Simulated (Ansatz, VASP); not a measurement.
# Two plane-wave programs on Cd

Contents of INCAR:

```
PREC = Accurate
ENCUT = 520
EDIFF = 1E-7
ISMEAR = 0
SIGMA = 0.1
LREAL = False
LASPH = True
NELM = 60
ALGO = Fast
ISIF = 2
LWAVE = False
LCHARG = False
GGA = PS
NBANDS = 19
```

Contents of KPOINTS:

```
regular mesh
0
Gamma
  6 6 6
```

Contents of POSCAR:

```
Cd
1.0
   -3.0428790055      3.0428790055      1.6041475401
    3.0428790055     -3.0428790055      1.6041475401
    3.0428790055      3.0428790055     -1.6041475401
Cd
2
Direct
    0.7500000000      0.2500000000      0.5000000000
    0.0000000000      0.0000000000      0.0000000000
```

Input for Ansatz:

```yaml
crystal:
  lattice:
    - [-3.0428790055, 3.0428790055, 1.6041475401]
    - [3.0428790055, -3.0428790055, 1.6041475401]
    - [3.0428790055, 3.0428790055, -1.6041475401]
  atoms:
    - { symbol: Cd, position: [0.75, 0.25, 0.5] }
    - { symbol: Cd, position: [0.0, 0.0, 0.0] }
basis:
  ecutwfc: 420
kpoints:
  mp_grid: { grid: [6, 6, 6] }
hamiltonian:
  xc: pbesol
scf:
  occupations: { method: gaussian, width: 0.1 }
output:
  forces: true
  stress: true
  eigenvalues: true
```

Alike in both runs: task single point; functional PBEsol; k mesh 6 × 6 × 6; occupations gaussian, width 0.1 eV; no spin polarisation.

|  | VASP | Ansatz |
| --- | --- | --- |
| version | VASP 6.6.1 | Ansatz 0.2.0 |
| potentials or method | VASP PAW PBE potentials, release 64 (Cd), cutoff 520 eV | scalar-relativistic, plane waves, PAW |
| valence electrons in the cell | 24 | 40 |

|  | VASP | Ansatz | Ansatz less VASP |
| --- | --- | --- | --- |
| gap on the k mesh at the Fermi level (eV) | none | none | - |
| pressure (GPa) | -5.5 | -5.6 | -0.11 |
| traceless stress, the component that is largest in VASP (GPa) | -0.91 | -0.90 | +0.012 |

VASP's potentials were made for PBE, not for PBEsol. A gap of «none» marks a metal or a gap that the smearing closes. VASP's potentials hold 24 valence electrons a cell and Ansatz's 40, so a difference there can come from the potentials and not from the codes.

The k mesh is coarse, so the values compare programs but aren't converged.
